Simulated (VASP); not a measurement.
Write the native input for VASP 6.6.1 that does the following.

* Task: relaxation of cell and atoms
* Functional: r2SCAN
* Potentials or basis: VASP PAW PBE potentials, release 64 (Sc_sv, Al)
* Cutoff: 600 eV
* k mesh: 12 × 12 × 12
* Occupations: gaussian, width 0.1 eV
* Spin: no spin polarisation
* Dipole correction: no
* Further INCAR settings: ALGO = Normal; EDIFF = 1e-06; IBRION = 2; EDIFFG = -0.005; NSW = 100; ISIF = 3

Crystal: ScAl.

```
CELL_PARAMETERS angstrom
3.37035 0.00000 0.00000
0.00000 3.37035 0.00000
0.00000 0.00000 3.37035
ATOMIC_POSITIONS crystal
Sc 0.50000 0.50000 0.50000
Al 0.00000 0.00000 0.00000
```

One way to write it, as run:

POSCAR

```
ScAl
1.0
    3.3703489700      0.0000000000      0.0000000000
    0.0000000000      3.3703489700      0.0000000000
    0.0000000000      0.0000000000      3.3703489700
Sc Al
1 1
Direct
    0.5000000000      0.5000000000      0.5000000000
    0.0000000000      0.0000000000      0.0000000000
```

INCAR.step1

```
SYSTEM = ScAl
ALGO = Normal ; EDIFF = 1E-4
ENCUT = 600 ; GGA = PE
ISMEAR = 0 ; LASPH = .True.
LCHARG = .False. ; LREAL = .False.
LWAVE = .True. ; NELM = 80
PREC = Accurate ; SIGMA = 0.1
```

INCAR.step2

```
SYSTEM = ScAl
ALGO = Normal ; EDIFF = 1E-6
EDIFFG = -0.005 ; ENCUT = 600
IBRION = 2 ; ISIF = 3
ISMEAR = 0 ; ISTART = 1
LASPH = .True. ; LCHARG = .False.
LMIXTAU = .True. ; LREAL = .False.
LWAVE = .False. ; METAGGA = R2SCAN
NELM = 80 ; NSW = 100
PREC = Accurate ; SIGMA = 0.1
```

KPOINTS

```
k-points
0
Gamma
  12 12 12
  0 0 0
```

Potentials or basis: VASP PAW PBE potentials, release 64 (Sc_sv, Al).

The run is started by

```console
$ cat potpaw_PBE.64/Sc_sv/POTCAR potpaw_PBE.64/Al/POTCAR > POTCAR
$ cp INCAR.step1 INCAR
$ mpirun -np 1 vasp_std > vasp.out
$ cp INCAR.step2 INCAR
$ mpirun -np 1 vasp_std > vasp.out
```

It gave:

```yaml
Relaxed_volume: 19.17 Å³/atom
Relaxed_cell: a = 3.372 Å, b = 3.372 Å, c = 3.372 Å, α = 90.00°, β = 90.00°, γ = 90.00°
Space_group_after_relaxing_to_0.1_Å: Pm-3m (No. 221)
Energy_gained_by_relaxing: 0.0 meV/atom
Ionic_steps: 3
Pressure_after_relaxing: 0.0 GPa
Band_gap_on_the_k_mesh: zero (bands 7 and 8 overlap by 1.27 eV)
```

Caveat: the PAW data sets were made with another functional, which shifts forces and pressure a little.

It took 110 s on 1 thread of Intel(R) Xeon(R) 6975P-C (Granite Rapids), on a shared host, peak memory 0.21 GiB.
